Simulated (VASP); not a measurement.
# Mn (Pm-3n) in VASP: notebook

Mn is run at these levels: PBEsol; tasks: single point, relaxation of cell and atoms.

Everything below comes from runs of VASP 6.6.1. Logs are shortened: lines on timing, memory, paths and dates and some standing lists are left out, and cuts for length are marked.

## (1) The cell of the first run

Symmetry: Pm-3n, No. 223, cubic system. Conventional cell: a = 4.366 Å, b = 4.366 Å, c = 4.366 Å, α = 90.00°, β = 90.00°, γ = 90.00°. Mn (site symmetry m-3) has 12 Mn at 2.44 Å within 3.2 Å. Mn (site symmetry -4m2) has 14 Mn at 2.18 to 2.67 Å within 2.9 Å.

## (2) Single point, PBEsol

INCAR

```
SYSTEM = Mn
PREC = Accurate ; ENCUT = 520
EDIFF = 1E-7 ; ISMEAR = 0
SIGMA = 0.1 ; LREAL = .False.
LASPH = .True. ; NELM = 80
ALGO = Fast ; ISIF = 2
LWAVE = .False. ; LCHARG = .False.
GGA = PS ; NBANDS = 62
```

KPOINTS

```
regular mesh
0
Gamma
  8 8 8
  0 0 0
```

POSCAR

```
Mn
1.0
    4.3655044313      0.0000000000      0.0000000000
    0.0000000000      4.3655044313      0.0000000000
    0.0000000000      0.0000000000      4.3655044313
Mn
8
Direct
    0.5000000000      0.5000000000      0.5000000000
    0.0000000000      0.0000000000      0.0000000000
    0.2500000000      0.0000000000      0.5000000000
    0.5000000000      0.2500000000      0.0000000000
    0.5000000000      0.7500000000      0.0000000000
    0.7500000000      0.0000000000      0.5000000000
    0.0000000000      0.5000000000      0.7500000000
    0.0000000000      0.5000000000      0.2500000000
```

Potentials or basis: VASP PAW PBE potentials, release 64 (Mn_pv).

Launch:

```bash
> cat potpaw_PBE.64/Mn_pv/POTCAR > POTCAR
> mpirun -np 1 vasp_std > vasp.out
```

OUTCAR:

```text
SYSTEM = Mn
   PREC = Accurate
   ENCUT = 520
   EDIFF = 1E-7
   ISMEAR = 0
   LREAL = .False.
   LASPH = .True.
   NELM = 80
   ISIF = 2
   GGA = PS

 ion  position               nearest neighbor table
   1  0.500  0.500  0.500-   3 2.44   4 2.44   5 2.44   6 2.44   7 2.44   8 2.44   4 2.44   5 2.44
                             3 2.44   6 2.44   7 2.44   8 2.44
   2  0.000  0.000  0.000-   3 2.44   4 2.44   5 2.44   6 2.44   7 2.44   8 2.44   3 2.44   6 2.44
                             7 2.44   8 2.44   4 2.44   5 2.44
   3  0.250  0.000  0.500-   6 2.18   6 2.18   1 2.44   2 2.44   1 2.44   2 2.44   8 2.67   5 2.67
                             4 2.67   5 2.67   4 2.67   7 2.67   8 2.67   7 2.67
   4  0.500  0.250  0.000-   5 2.18   5 2.18   1 2.44   1 2.44   2 2.44   2 2.44   8 2.67   3 2.67
                             3 2.67   6 2.67   6 2.67   7 2.67   7 2.67   8 2.67
   5  0.500  0.750  0.000-   4 2.18   4 2.18   1 2.44   1 2.44   2 2.44   2 2.44   8 2.67   3 2.67
                             3 2.67   6 2.67   6 2.67   7 2.67   7 2.67   8 2.67
   6  0.750  0.000  0.500-   3 2.18   3 2.18   1 2.44   2 2.44   1 2.44   2 2.44   8 2.67   4 2.67
                             4 2.67   5 2.67   5 2.67   7 2.67   8 2.67   7 2.67
   7  0.000  0.500  0.750-   8 2.18   8 2.18   1 2.44   2 2.44   2 2.44   1 2.44   3 2.67   4 2.67
                             5 2.67   3 2.67   6 2.67   6 2.67   4 2.67   5 2.67
   8  0.000  0.500  0.250-   7 2.18   7 2.18   1 2.44   2 2.44   2 2.44   1 2.44   3 2.67   4 2.67
                             5 2.67   3 2.67   6 2.67   6 2.67   4 2.67   5 2.67

  LATTYP: Found a simple cubic cell.
 ALAT       =     4.3655044313

  Lattice vectors:

 A1 = (   4.3655044313,   0.0000000000,   0.0000000000)
 A2 = (   0.0000000000,   4.3655044313,   0.0000000000)
 A3 = (   0.0000000000,   0.0000000000,   4.3655044313)

Analysis of symmetry for initial positions (statically):
=====================================================================
 Subroutine PRICEL returns:
 Original cell was already a primitive cell.

 Routine SETGRP: Setting up the symmetry group for a
 simple cubic supercell.

 Subroutine GETGRP returns: Found 48 space group operations
 (whereof 24 operations were pure point group operations)
 out of a pool of 48 trial point group operations.

The static configuration has the point symmetry T_h .
 The point group associated with its full space group is O_h .

Analysis of symmetry for dynamics (positions and initial velocities):
=====================================================================
 Subroutine PRICEL returns:
 Original cell was already a primitive cell.

 Routine SETGRP: Setting up the symmetry group for a
 simple cubic supercell.

 Subroutine GETGRP returns: Found 48 space group operations
 (whereof 24 operations were pure point group operations)
 out of a pool of 48 trial point group operations.

The dynamic configuration has the point symmetry T_h .
 The point group associated with its full space group is O_h .

 Subroutine INISYM returns: Found 48 space group operations
 (whereof 24 operations are pure point group operations),
 and found     1 'primitive' translations

----------------------------------------------------------------------------------------

                                     Primitive cell

  volume of cell :      83.1962

  direct lattice vectors                    reciprocal lattice vectors
     4.365504431  0.000000000  0.000000000     0.229068603  0.000000000  0.000000000
     0.000000000  4.365504431  0.000000000     0.000000000  0.229068603  0.000000000
     0.000000000  0.000000000  4.365504431     0.000000000  0.000000000  0.229068603

  length of vectors
     4.365504431  4.365504431  4.365504431     0.229068603  0.229068603  0.229068603

  position of ions in fractional coordinates (direct lattice)
     0.500000000  0.500000000  0.500000000
     0.000000000  0.000000000  0.000000000
     0.250000000  0.000000000  0.500000000
     0.500000000  0.250000000  0.000000000
     0.500000000  0.750000000  0.000000000
     0.750000000  0.000000000  0.500000000
     0.000000000  0.500000000  0.750000000
     0.000000000  0.500000000  0.250000000

  ion indices of the primitive-cell ions
   primitive index   ion index
                 1           1
                 2           2
                 3           3
                 4           4
                 5           5
                 6           6
                 7           7
                 8           8

----------------------------------------------------------------------------------------

 KPOINTS: regular mesh

Automatic generation of k-mesh.
 Grid dimensions read from file:
 generate k-points for:    8    8    8

 Generating k-lattice:

  Cartesian coordinates                     Fractional coordinates (reciprocal lattice)
     0.028633575  0.000000000  0.000000000     0.125000000  0.000000000  0.000000000
     0.000000000  0.028633575  0.000000000     0.000000000  0.125000000  0.000000000
     0.000000000  0.000000000  0.028633575     0.000000000  0.000000000  0.125000000

  Length of vectors
     0.028633575  0.028633575  0.028633575

  Shift w.r.t. Gamma in fractional coordinates (k-lattice)
     0.000000000  0.000000000  0.000000000

 Subroutine IBZKPT returns following result:
 ===========================================

 Found     35 irreducible k-points:

 Following reciprocal coordinates:
            Coordinates               Weight
  0.000000  0.000000  0.000000      1.000000
  0.125000  0.000000  0.000000      6.000000
  0.250000  0.000000  0.000000      6.000000
  0.375000  0.000000  0.000000      6.000000
  0.500000  0.000000  0.000000      3.000000
  0.125000  0.125000  0.000000     12.000000
[... 16 lines left out ...]
  0.375000  0.375000  0.125000     24.000000
  0.500000  0.375000  0.125000     24.000000
 [... further k-points ...]
   k-points           NKPTS =     35   k-points in BZ     NKDIM =     35   number of bands    NBANDS=     62
   number of dos      NEDOS =    301   number of ions     NIONS =      8
   total plane-waves  NPLWV =  32768
   dimension x,y,z NGX =    32 NGY =   32 NGZ =   32
   dimension x,y,z NGXF=    64 NGYF=   64 NGZF=   64
   ions per type =               8
   NGX,Y,Z   is equivalent  to a cutoff of  12.19, 12.19, 12.19 a.u.
   NGXF,Y,Z  is equivalent  to a cutoff of  24.37, 24.37, 24.37 a.u.
 SYSTEM =  Mn
   PREC   = accura    normal or accurate (medium, high low for compatibility)
   ISTART =      0    job   : 0-new  1-cont  2-samecut
   ICHARG =      2    charge: 1-file 2-atom 10-const
   ISPIN  =      1    spin polarized calculation?
   LNONCOLLINEAR =      F non collinear calculations
   LSORBIT =      F    spin-orbit coupling
   LASPH  =      T    aspherical Exc in radial PAW
   ENCUT  =  520.0 eV  38.22 Ry    6.18 a.u.   8.12  8.12  8.12*2*pi/ulx,y,z
   NELM   =     80;   NELMIN=  2; NELMDL= -5     # of ELM steps
   EDIFF  = 0.1E-06   stopping-criterion for ELM
   LREAL  =      F    real-space projection
   EDIFFG = 0.1E-05   stopping-criterion for IOM
   NSW    =      0    number of steps for IOM
   IBRION =     -1    ionic relax: 0-MD 1-quasi-New 2-CG
   NFREE  =      0    steps in history (QN), initial steepest desc. (CG)
   ISIF   =      2    stress and relaxation
   ISYM   =      2    0-nonsym 1-usesym 2-fastsym
   POTIM  = 0.5000    time-step for ionic-motion
   TEBEG  =    0.0;   TEEND  =   0.0 temperature during run
   PSTRESS=    0.0 pullay stress
   NELECT =     104.0000    total number of electrons
   NUPDOWN=      -1.0000    fix difference up-down
   EMIN   =  10.00;   EMAX   =-10.00  energy-range for DOS
   EFERMI =   0.00;   METHOD = LEGACY
   ISMEAR =     0;   SIGMA  =   0.10  broadening in eV -4-tet -1-fermi 0-gaus
   EFERMI_NEDOS =   21; number of points for ismear=-14 and -15
   IALGO  =     68    algorithm
   IMIX   =      4    mixing-type and parameters
     AMIX     =   0.40;   BMIX     =  1.00
     AMIX_MAG =   1.60;   BMIX_MAG =  1.00
  volume/ion in A,a.u.               =      10.40        70.18
  Fermi-wavevector in a.u.,A,eV,Ry     =   1.763538  3.332604 42.315025  3.110067
  Thomas-Fermi vector in A             =   2.831694
   LORBIT       =      0    0 simple, 1 ext, 2 COOP (PROOUT), +10 PAW based schemes
   GGA     = PS    functional components
   LHFCALC =     F    Hartree Fock is set to
   AEXX    =    0.0000 exact exchange contribution
   IVDW    =     0    specifies the selected vdW correction
   LEPSILON=     F    determine dielectric tensor
   LRPA    =     F    only Hartree local field effects (RPA)
 non-spin polarized calculation
 RMM-DIIS sequential band-by-band and
 Gauss-broadening in eV      SIGMA  =   0.10
  energy-cutoff  :      520.00
  volume of cell :       83.20
 maximum number of plane-waves:      2272
   NGX = 17   NGY = 17   NGZ = 17

 number of electron     104.0000045 magnetization

 Free energy of the ion-electron system (eV)
  ---------------------------------------------------
  ext. energy  EPLUGINS =         0.00000000
  ---------------------------------------------------
  free energy    TOTEN  =       -77.64473780 eV

  energy without entropy =      -77.56888107  energy(sigma->0) =      -77.60680944

 E-fermi :  11.0176     XC(G=0): -14.3818

 val. band max:       11.0066257454   @ k =   0.2500   0.0000   0.0000
 cond. band min:      11.0207668013   @ k =   0.3750   0.2500   0.2500
 fundamental gap:      0.0141410558
 Fermi energy:        11.0175508897

 k-point     1 :       0.0000    0.0000    0.0000
  band No.  band energies     occupation
      1     -37.8014      2.00000
      2     -37.8014      2.00000
      3     -37.6964      2.00000
      4     -37.4322      2.00000
      5     -37.4322      2.00000
      6     -37.4322      2.00000
[... 54 lines left out ...]
     61      12.3008      0.00000
     62      12.3012      0.00000

 k-point     2 :       0.1250    0.0000    0.0000
  band No.  band energies     occupation
      1     -37.8043      2.00000
      2     -37.7787      2.00000
      3     -37.6814      2.00000
      4     -37.4287      2.00000
      5     -37.4287      2.00000
      6     -37.4086      2.00000
[... 1429 lines left out ...]
      6     -37.2643      2.00000
[... 54 lines left out ...]
     61      12.1698      0.00000
     62      12.2069      0.00000

 [... further k-points ...]

------------------------ aborting loop because EDIFF is reached ----------------------------------------

  FORCE on cell =-STRESS in cart. coord.  units (eV):
  Direction    XX          YY          ZZ          XY          YZ          ZX
  --------------------------------------------------------------------------------------
  -------------------------------------------------------------------------------------
  Total        0.0485229      0.0485229      0.0485229      0.0000000      0.0000000     -0.0000000
  in kB        0.9344453      0.9344453      0.9344453      0.0000000      0.0000000     -0.0000000
  external PRESSURE =       0.9344453 kB  Pullay stress =       0.0000000 kB

 VOLUME and BASIS-vectors are now :
 -----------------------------------------------------------------------------
  energy-cutoff  :      520.00
  volume of cell :       83.20
      direct lattice vectors                 reciprocal lattice vectors
     4.365504431  0.000000000  0.000000000     0.229068603  0.000000000  0.000000000
     0.000000000  4.365504431  0.000000000     0.000000000  0.229068603  0.000000000
     0.000000000  0.000000000  4.365504431     0.000000000  0.000000000  0.229068603

 POSITION                                       TOTAL-FORCE (eV/Angst)
 -----------------------------------------------------------------------------------
      2.18275      2.18275      2.18275        -0.000000      0.000000      0.000000
      0.00000      0.00000      0.00000        -0.000000      0.000000      0.000000
      1.09138      0.00000      2.18275        -0.000000     -0.000000     -0.000000
      2.18275      1.09138      0.00000         0.000000      0.000000      0.000000
      2.18275      3.27413      0.00000        -0.000000      0.000000     -0.000000
      3.27413      0.00000      2.18275         0.000000     -0.000000      0.000000
      0.00000      2.18275      3.27413        -0.000000     -0.000000      0.000000
      0.00000      2.18275      1.09138        -0.000000      0.000000      0.000000
 -----------------------------------------------------------------------------------
    total drift:                                0.000000     -0.000000      0.000000

  FREE ENERGIE OF THE ION-ELECTRON SYSTEM (eV)
  ---------------------------------------------------
  free  energy   TOTEN  =       -77.6447377988 eV

  energy  without entropy=      -77.5688810717  energy(sigma->0) =      -77.60680944
```

Run time: 3.9 min. Hardware: 1 thread of AMD EPYC 7R13 (Zen 3), shared host; peak memory 0.22 GiB.

What came out:

* Free energy: -77.6447 eV
* Pressure: 0.1 GPa
* Band gap on the k mesh: zero (bands 52 and 53 overlap by 0.47 eV)

Caveat: the PAW data sets were made with another functional, which shifts forces and pressure a little; the run has no spin polarisation, though such a crystal can be magnetic. Spin polarisation is off, so any magnetic state and its effect on volume and gap are missing.

## (3) Relaxation of cell and atoms, PBEsol

INCAR

```
PREC = Accurate
ENCUT = 600
EDIFF = 1E-6
ISMEAR = 0
SIGMA = 0.1
LREAL = False
LASPH = True
NELM = 60
ALGO = Fast
ISIF = 3
LWAVE = False
LCHARG = False
GGA = PS
IBRION = 2
NSW = 100
EDIFFG = -0.01
```

KPOINTS

```
Automatic mesh
0
Gamma
  8 8 8
```

Edit POSCAR of step 2 so:

```diff
@@ -2,5 +2,5 @@
 1.0
-    4.3655044313      0.0000000000      0.0000000000
-    0.0000000000      4.3655044313      0.0000000000
-    0.0000000000      0.0000000000      4.3655044313
+    4.3673267978      0.0000000000      0.0000000000
+    0.0000000000      4.3673267978      0.0000000000
+    0.0000000000      0.0000000000      4.3673267978
 Mn
```

Potentials or basis: VASP PAW PBE potentials, release 64 (Mn_pv).

Launch:

```bash
> cat potpaw_PBE.64/Mn_pv/POTCAR > POTCAR
> mpirun -np 1 vasp_std > vasp.out
```

It took 8.9 min on 1 thread of AMD EPYC 7R13 (Zen 3), shared host; peak memory 0.28 GiB.

It converged, with:

```yaml
Free_energy: -77.6443 eV
Relaxed_volume: 10.40 Å³/atom
Relaxed_cell: a = 4.366 Å, b = 4.366 Å, c = 4.366 Å, α = 90.00°, β = 90.00°, γ = 90.00°
Space_group_after_relaxing_to_0.1_Å: Pm-3n (No. 223)
Energy_gained_by_relaxing: 0.0 meV/atom
Ionic_steps: 3
Pressure_after_relaxing: 0.0 GPa
Band_gap_on_the_k_mesh: zero (bands 52 and 53 overlap by 0.47 eV)
```

The path:
```
step  energy change (eV)  largest force (eV/Å)  pressure (GPa)  volume (Å³)
   1              0.0000                0.0000           -0.37        83.30
   2              0.0003                0.0000            0.77        83.01
   3             -0.0001                0.0000           -0.03        83.20
```

Final structure:
```
CELL_PARAMETERS angstrom
4.36554 0.00000 0.00000
0.00000 4.36554 0.00000
0.00000 0.00000 4.36554
ATOMIC_POSITIONS crystal
Mn 0.50000 0.50000 0.50000
Mn 0.00000 0.00000 0.00000
Mn 0.25000 0.00000 0.50000
Mn 0.50000 0.25000 0.00000
Mn 0.50000 0.75000 0.00000
Mn 0.75000 0.00000 0.50000
Mn 0.00000 0.50000 0.75000
Mn 0.00000 0.50000 0.25000
```

Levels at points of the mesh, in eV from the Fermi level:
```csv
k point,band 50,band 51,band 52,band 53,band 54,band 55
"(0.00, 0.00, 0.00)",0.02,0.02,0.02,0.10,0.10,0.10
"(0.50, 0.00, 0.00)",-0.44,-0.42,-0.42,-0.18,-0.18,0.30
"(0.50, 0.50, 0.00)",-0.71,-0.54,-0.10,0.22,0.38,0.41
"(0.50, 0.50, 0.50)",-0.08,-0.08,-0.08,-0.08,-0.08,0.97
```

Caveat: the PAW data sets were made with another functional, which shifts forces and pressure a little; the run has no spin polarisation, though such a crystal can be magnetic.
